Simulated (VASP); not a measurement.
A run of VASP 6.6.1 is set up as follows.

File INCAR:

```
SYSTEM = Sn2HO2
ALGO     = Normal         ! electronic algorithm
DIPOL    = 0.5 0.5 0.320
EDIFF    = 1E-7           ! SCF threshold, eV
ENCUT    = 520            ! plane-wave cutoff, eV
GGA      = PE             ! functional
IDIPOL   = 3            
ISIF     = 2              ! what is computed and relaxed
ISMEAR   = 0              ! smearing method
ISPIN    = 2              ! spin polarisation
IVDW     = 12             ! dispersion correction
LASPH    = .TRUE.         ! aspherical terms in the spheres
LCHARG   = .TRUE.         ! write CHGCAR
LDIPOL   = .TRUE.       
LELF     = .TRUE.         ! ELF
LORBIT   = 11             ! projections on sites
LREAL    = .FALSE.        ! projectors in reciprocal space
LVACPOTAV= .TRUE.       
LVHAR    = .TRUE.       
LWAVE    = .FALSE.        ! write WAVECAR
MAGMOM   = 0 0 0 0 1      ! initial moments
NBANDS   = 32             ! bands
NELM     = 150            ! most SCF steps
PREC     = Accurate       ! precision mode
SIGMA    = 0.05           ! smearing width, eV
```

KPOINTS

```
k-points
0
G
  7 7 1
  0 0 0
```

The input POSCAR:

```
Sn2HO2
1.0
    3.8201526300      0.0002954461      0.0000000000
   -0.0003145178      3.8201526285      0.0000000000
    0.0000000000      0.0000000000     17.8630377374
Sn O H
2 2 1
Direct
    0.9999452828      0.9999452828      0.2239260790
    0.4999452828      0.4999452828      0.3562125228
    0.9999460977      0.4999460977      0.2900693009
    0.4999460977      0.9999460977      0.2900693009
    0.6249452828      0.7499452828      0.4387742841
```

Potentials or basis: VASP PAW PBE potentials, release 64 (Sn_d, O, H).

Launch:

```bash
$ cat potpaw_PBE.64/Sn_d/POTCAR potpaw_PBE.64/O/POTCAR potpaw_PBE.64/H/POTCAR > POTCAR
$ mpirun -np 1 vasp_std > vasp.out
```

Problem. Predict the largest force.

Solution. 0.676 eV/Å.

Problem. Predict the dispersion energy per atom.

Solution. -0.121 eV.

Problem. What does it give for the net moment?

Solution. 0.00 μB per cell.

Forces in eV/Å, atoms in the order of the input:
```
Sn  -0.031 -0.117 -0.043
Sn   0.161 -0.264  0.063
O   -0.192  0.259  0.365
O    0.018 -0.554 -0.381
H    0.044  0.675 -0.005
```
